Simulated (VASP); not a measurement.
# C (Cmce) in VASP: notebook, part 2 of 2

VASP 6.6.1. Earlier steps stand in the parts before.

### 5 Single point, r2SCAN

This run uses another cell than the first one, of 11.44 Å³/atom, 0.996 times its volume.

The input, POSCAR:

```
C
1.0
    2.3419446424     -1.5478462523      0.0000000000
    2.3419446424      1.5478462523      0.0000000000
    0.0000000000      0.0000000000      6.3140506141
C
4
Direct
    0.8500000000      0.1500000000      0.1170000000
    0.6500000000      0.3500000000      0.6170000000
    0.1500000000      0.8500000000      0.8830000000
    0.3500000000      0.6500000000      0.3830000000
```

The input, INCAR.step1:

```
ALGO = Normal
EDIFF = 1E-4
ENCUT = 520
GGA = PE
ISMEAR = 0
LASPH = T
LCHARG = F
LREAL = F
LWAVE = T
NBANDS = 16
NELM = 60
PREC = Accurate
SIGMA = 0.1
```

The input, INCAR.step2:

```
ALGO = Normal
EDIFF = 1E-7
ENCUT = 520
ISIF = 2
ISMEAR = 0
ISTART = 1
LASPH = T
LCHARG = F
LMIXTAU = T
LREAL = F
LWAVE = F
METAGGA = R2SCAN
NBANDS = 16
NELM = 60
PREC = Accurate
SIGMA = 0.1
```

The input, KPOINTS:

```
k-points
0
Gamma
  8 8 4
```

Launch:

```bash
$ cat potpaw_PBE.64/C/POTCAR > POTCAR
$ cp INCAR.step1 INCAR
$ mpirun -np 1 vasp_std > vasp.out
$ cp INCAR.step2 INCAR
$ mpirun -np 1 vasp_std > vasp.out
```

It took 50 s on 1 thread of Intel Xeon 6975P-C (Granite Rapids), shared host; peak memory 0.18 GiB.

Results (log left out):

| Item | Value |
| --- | --- |
| Free energy | -21.3932 eV |
| Pressure | -35.8 GPa |
| Largest force | 3.007 eV/Å |
| Band gap on the k mesh | zero (band 8 reaches 4.58 eV, above the bottom of band 9 at 0.88 eV) |

Forces on the atoms (eV/Å):
```
C    0.000 -1.957 -2.283
C    0.000  1.957 -2.283
C    0.000  1.957  2.283
C    0.000 -1.957  2.283
```

Stress tensor (GPa, compression positive):
```
 -9.03   0.00   0.00
  0.00 -32.92   0.00
  0.00   0.00 -65.43
```

Levels at points of the mesh, in eV from the Fermi level:
```tsv
k point	band 4	band 5	band 6	band 7	band 8	band 9	band 10	band 11	band 12	band 13
(0.00, 0.00, 0.00)	-3.98	-3.68	0.08	1.20	2.21	2.40	2.52	3.24	3.61	4.03
(0.50, 0.00, 0.00)	-7.61	-5.34	-5.34	-0.04	-0.04	1.20	1.20	2.08	2.08	3.60
(0.50, 0.50, 0.00)	-5.48	-3.46	-2.97	-2.67	-1.50	-1.23	-0.14	0.91	2.34	2.55
(0.00, 0.00, 0.50)	-8.17	-0.55	-0.55	2.19	2.19	2.30	2.30	2.95	2.95	4.09
(0.50, 0.00, 0.50)	-8.17	-3.20	-3.20	-2.65	-2.65	0.80	0.80	2.55	2.55	5.18
(0.50, 0.50, 0.50)	-6.01	-4.69	-4.69	-1.79	-1.79	1.22	1.22	1.45	1.45	1.83
```

Caveat: the PAW data sets were made with another functional, which shifts forces and pressure a little.

### 6 Relaxation of cell and atoms, r2SCAN

This run uses another cell than the first one, of 11.44 Å³/atom, 0.996 times its volume.

POSCAR is that of step 5.

The input, INCAR.step1:

```
PREC     = Accurate       # precision mode
ENCUT    = 600            # plane-wave cutoff, eV
ISMEAR   = 0              # smearing method
SIGMA    = 0.1            # smearing width, eV
LREAL    = F              # projectors in reciprocal space
LASPH    = T              # aspherical terms in the spheres
NELM     = 100            # most SCF steps
GGA      = PE             # functional
ALGO     = Normal         # electronic algorithm
EDIFF    = 1E-4           # SCF threshold, eV
LWAVE    = T              # write WAVECAR
LCHARG   = F              # write CHGCAR
```

The input, INCAR.step2:

```
PREC     = Accurate       # precision mode
ENCUT    = 600            # plane-wave cutoff, eV
EDIFF    = 1E-6           # SCF threshold, eV
ISMEAR   = 0              # smearing method
SIGMA    = 0.1            # smearing width, eV
LREAL    = F              # projectors in reciprocal space
LASPH    = T              # aspherical terms in the spheres
NELM     = 100            # most SCF steps
ALGO     = Normal         # electronic algorithm
ISIF     = 3              # what is computed and relaxed
LWAVE    = F              # write WAVECAR
LCHARG   = F              # write CHGCAR
METAGGA  = R2SCAN         # meta-GGA
LMIXTAU  = T            
IBRION   = 2              # ionic algorithm
NSW      = 90             # ionic steps
EDIFFG   = -0.04          # ionic threshold
ISTART   = 1
```

The input, KPOINTS:

```
Automatic mesh
0
Gamma
  6 6 4
```

Potentials or basis: VASP PAW PBE potentials, release 64 (C).

Launch:

```bash
$ cat potpaw_PBE.64/C/POTCAR > POTCAR
$ cp INCAR.step1 INCAR
$ mpirun -np 1 vasp_std > vasp.out
$ cp INCAR.step2 INCAR
$ mpirun -np 1 vasp_std > vasp.out
```

Run time: 17 min. Hardware: 1 thread of Intel Xeon 6975P-C (Granite Rapids), shared host; peak memory 0.17 GiB.

The run converged. Its results:

| Quantity | Value |
| --- | --- |
| Free energy | -39.6608 eV |
| Relaxed volume | 8.32 Å³/atom |
| Relaxed cell | a = 3.413 Å, b = 3.413 Å, c = 4.254 Å, α = 90.00°, β = 90.00°, γ = 42.18° |
| Space group after relaxing (to 0.05 Å) | Fmmm (No. 69) |
| Energy gained by relaxing | 4555.7 meV/atom |
| Ionic steps | 38 |
| Pressure after relaxing | 0.5 GPa |
| Largest force after relaxing | 0.027 eV/Å |
| Band gap on the k mesh | 0.32 eV, indirect (least direct gap 0.62 eV) |

Forces on the atoms (eV/Å):
```
C    0.000 -0.010 -0.025
C    0.000  0.010 -0.025
C    0.000  0.010  0.025
C    0.000 -0.010  0.025
```

Stress tensor (GPa, compression positive):
```
0.64 0.00 0.00
0.00 0.55 0.00
0.00 0.00 0.23
```

The path:
```csv
step,energy change (eV),largest force (eV/Å),pressure (GPa),volume (Å³)
1,0.0000,2.9858,-36.50,45.78
2,-3.4525,15.2400,48.67,30.17
3,-4.5155,3.5001,-10.40,33.98
4,-4.5599,4.2702,-6.31,33.54
5,-8.7960,18.4389,71.17,26.11
6,-8.4742,22.1479,119.33,24.45
7,-8.6649,21.8668,125.00,24.19
8,-9.0188,20.9948,145.49,23.42
9,-8.4529,17.8234,206.95,21.87
10,-8.9080,20.4804,165.33,22.88
11,-9.4051,18.8589,157.49,22.94
12,-10.6978,14.7231,135.88,23.12
13,-12.5345,8.4920,102.16,23.50
14,-14.0738,4.8855,63.86,24.26
15,-14.1223,5.3731,59.73,24.41
16,-14.3868,5.2200,55.27,24.62
17,-15.0949,4.7593,42.71,25.25
18,-16.1510,3.8396,20.74,26.52
19,-17.0116,2.1152,-12.87,29.14
20,-17.3045,1.7949,-7.43,29.09
21,-17.8409,1.1732,10.96,28.90
22,-17.3108,2.2423,57.04,28.35
23,-17.9099,1.2484,22.17,28.77
24,-18.0590,0.3346,13.67,29.72
25,-18.0800,1.2081,9.11,30.30
26,-18.1364,0.3617,0.38,31.33
27,-18.1365,0.3646,-0.05,31.39
28,-18.1624,0.3476,0.88,31.61
29,-18.2003,0.6454,3.76,32.29
30,-18.2147,0.2808,2.11,32.74
31,-18.2148,0.2265,2.21,32.71
32,-18.2202,0.1558,0.20,33.04
33,-18.2210,0.1220,-0.89,33.23
34,-18.2221,0.1102,0.07,33.23
35,-18.2221,0.0844,-0.04,33.23
36,-18.2226,0.0185,0.67,33.22
37,-18.2226,0.0178,0.78,33.22
38,-18.2229,0.0271,0.47,33.28
```

Final structure:
```yaml
crystal:
  lattice:
    - [3.18465, -1.22828, 0.00000]
    - [3.18465, 1.22828, 0.00000]
    - [0.00000, 0.00000, 4.25428]
  atoms:
    - { symbol: C, position: [0.99976, 0.00024, 0.16694] }
    - { symbol: C, position: [0.50024, 0.49976, 0.66694] }
    - { symbol: C, position: [0.00024, 0.99976, 0.83306] }
    - { symbol: C, position: [0.49976, 0.50024, 0.33306] }
```

Levels at points of the mesh, in eV from the valence-band top:
| k point | band 5 | band 6 | band 7 | band 8 | band 9 | band 10 | band 11 | band 12 |
| --- | --- | --- | --- | --- | --- | --- | --- | --- |
| (0.00, 0.00, 0.00) | -6.52 | -3.05 | -3.02 | -1.30 | 3.06 | 5.16 | 8.21 | 9.02 |
| (0.50, 0.00, 0.00) | -9.32 | -9.32 | -2.77 | -2.77 | 3.17 | 3.17 | 11.31 | 11.31 |
| (0.50, 0.50, 0.00) | -6.72 | -3.32 | -3.11 | -3.00 | 1.01 | 7.62 | 8.86 | 8.87 |
| (0.00, 0.00, 0.50) | -5.18 | -5.18 | -4.78 | -4.78 | 6.98 | 6.98 | 8.41 | 8.41 |
| (0.50, 0.00, 0.50) | -6.65 | -6.65 | -2.37 | -2.37 | 1.91 | 1.91 | 7.91 | 7.91 |
| (0.50, 0.50, 0.50) | -7.25 | -7.25 | -5.26 | -5.26 | 7.58 | 7.58 | 8.41 | 8.41 |

Caveat: the volume moved by over 15 % at a fixed basis, so the end points are rough; the PAW data sets were made with another functional, which shifts forces and pressure a little.

### 7 The runs side by side

| task | cell | k mesh | cutoff (eV) | gap on the mesh (eV) | pressure (GPa) | relaxed volume (Å³/atom) | largest force (eV/Å) |
| --- | --- | --- | --- | --- | --- | --- | --- |
| relaxation of cell and atoms | relaxed from a = 3.723, b = 3.723, c = 3.789 Å, angles 90.0, 90.0, 118.9°, 4 atoms | 6 × 6 × 4 | 600 | 0.08 | -0.2 | 7.68 | 0.02 |
| relaxation of cell and atoms | relaxed from a = 4.642, b = 4.642, c = 3.693 Å, angles 90.0, 90.0, 145.0°, 4 atoms | 6 × 6 × 6 | 600 | 0.20 | 0.1 | 9.05 | 0.03 |
| single point | a = 4.642, b = 4.642, c = 3.693 Å, angles 90.0, 90.0, 145.0°, 4 atoms | 6 × 6 × 6 | 520 | none | -46.7 | - | 6.02 |
| single point | a = 2.807, b = 2.807, c = 6.314 Å, angles 90.0, 90.0, 66.9°, 4 atoms | 8 × 8 × 4 | 520 | none | -35.8 | - | 3.01 |
| relaxation of cell and atoms | relaxed from a = 2.807, b = 2.807, c = 6.314 Å, angles 90.0, 90.0, 66.9°, 4 atoms | 6 × 6 × 4 | 600 | 0.32 | 0.5 | 8.32 | 0.03 |

Alike in all rows: level r2SCAN; potentials or basis VASP PAW PBE potentials, release 64 (C); no spin polarisation; smearing gaussian 0.1 eV.

Caveats: some runs use coarse meshes; the PAW data sets were made with another functional, which shifts forces and pressure a little; the volume moved by over 15 % at a fixed basis, so the end points are rough (some runs).

Total energies depend on the potentials used, so only differences within one code and one set of settings carry meaning.
